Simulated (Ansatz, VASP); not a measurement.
Two plane-wave programs on CdS

```
Cd S
1.0
     0.00000    2.73477    2.73477
     2.73477    0.00000    2.73477
     2.73477    2.73477    0.00000
Cd S
1 1
Cartesian
  0.0000 0.0000 0.0000
  2.7348 2.7348 2.7348
```

Alike in both runs: task single point; functional r2SCAN; k mesh 8 × 8 × 8; occupations fermi-dirac, width 0.05 eV; no spin polarisation.

|  | VASP | Ansatz |
| --- | --- | --- |
| version | VASP 6.6.1 | Ansatz 0.2.0 |
| potentials or method | VASP PAW PBE potentials, release 64 (Cd, S) | Ansatz PAW |
| plane-wave cutoff (eV) | 520 | 500 |
| valence electrons in the cell | 18 | 26 |

```csv
,VASP,Ansatz,Ansatz less VASP
gap on the k mesh at the Fermi level (eV),0.73,0.75,+0.018
least direct gap on the mesh (eV),2.29,2.32,+0.034
pressure (GPa),-0.3,-0.7,-0.46
```

VASP's potentials were made for PBE, not for r2SCAN. The functional is the same, so the differences come from potentials, cutoffs and numerics. VASP's potentials hold 18 valence electrons a cell and Ansatz's 26, so a difference there can come from the potentials and not from the codes.
